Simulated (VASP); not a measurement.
## Ca: single point with PBEsol

Crystal: Ca.

```
Ca
1.0
    -2.20520    2.20520    2.19611
     2.20520   -2.20520    2.19611
     2.20520    2.20520   -2.19611
Ca
1
Direct
  0.50000 0.50000 0.00000
```

| Property | Result |
| --- | --- |
| Program | VASP 6.6.1 |
| Task | single point |
| Functional | PBEsol |
| Potentials or basis | VASP PAW PBE potentials, release 64 (Ca_sv) |
| Cutoff | 520 eV |
| k mesh | 7 × 7 × 7 |
| Occupations | fermi-dirac, width 0.05 eV |
| Spin | no spin polarisation |

```
Pressure               : -0.8 GPa
Band gap on the k mesh : zero (band 5 reaches 2.12 eV, above the bottom of band 6 at 1.87 eV)
```

Levels at points of the mesh, in eV from the Fermi level:
| k point | band 3 | band 4 | band 5 | band 6 | band 7 | band 8 |
| --- | --- | --- | --- | --- | --- | --- |
| (0.00, 0.00, 0.00) | -22.90 | -22.90 | -4.05 | 2.26 | 2.28 | 2.28 |

It took 13 s on 1 thread of Intel(R) Xeon(R) Platinum 8375C CPU @ 2.90GHz (Ice Lake) (shared host), peak memory 0.16 GiB.

Caveat: the PAW data sets were made with another functional, which shifts forces and pressure a little.
